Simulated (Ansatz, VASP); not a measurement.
## Sn in VASP and in Ansatz

INCAR

```
SYSTEM = Sn
PREC = Accurate
ENCUT = 520
EDIFF = 1E-6
ISMEAR = -1
SIGMA = 0.08
LREAL = .False.
LASPH = .True.
NELM = 100
ALGO = Normal
ISIF = 2
LWAVE = .False.
LCHARG = .False.
GGA = PE
NBANDS = 21
```

The input KPOINTS:

```
regular mesh
0
Gamma
  10 10 10
  0 0 0
```

POSCAR

```
Sn
1.0
    0.0000000000      2.7758241703      2.7758241703
    2.7758241703      0.0000000000      2.7758241703
    2.7758241703      2.7758241703      0.0000000000
Sn
2
Direct
   -0.1250000000     -0.1250000000     -0.1250000000
    0.1250000000      0.1250000000      0.1250000000
```

Input for Ansatz:

```yaml
crystal:
  lattice:
    - [0.0, 2.7758241703, 2.7758241703]
    - [2.7758241703, 0.0, 2.7758241703]
    - [2.7758241703, 2.7758241703, 0.0]
  atoms:
    - { symbol: Sn, position: [-0.125, -0.125, -0.125] }
    - { symbol: Sn, position: [0.125, 0.125, 0.125] }
kpoints:
  mp_grid: { grid: [10, 10, 10] }
scf:
  occupations: { method: fermi_dirac, width: 0.08 }
hamiltonian:
  xc: pbe
  pseudopotentials: { kind: all_electron, datasets: crystal }
output:
  forces: true
  stress: true
  eigenvalues: true
```

Change from the starting cell: volume scaled by 0.58, crystal datasets.

Alike in both runs: task single point; functional PBE; k mesh 10 × 10 × 10; occupations fermi-dirac, width 0.08 eV; no spin polarisation.

|  | VASP | Ansatz |
| --- | --- | --- |
| version | VASP 6.6.1 | Ansatz 0.2.0 |
| potentials or method | VASP PAW PBE potentials, release 64 (Sn_d), cutoff 520 eV | all-electron PAW with datasets made for the crystal, scalar-relativistic |

Ansatz gave:

```
pressure (GPa) : 71.4
```

Task: What did VASP give for the same quantities?

Result: Pressure (GPa): 71.6.

Both programs put the cell under a high pressure, so it lies far from rest at this level. Ansatz ran all-electron here, and VASP with PAW potentials.

Noted on VASP's run: the cell as given lies far from equilibrium.
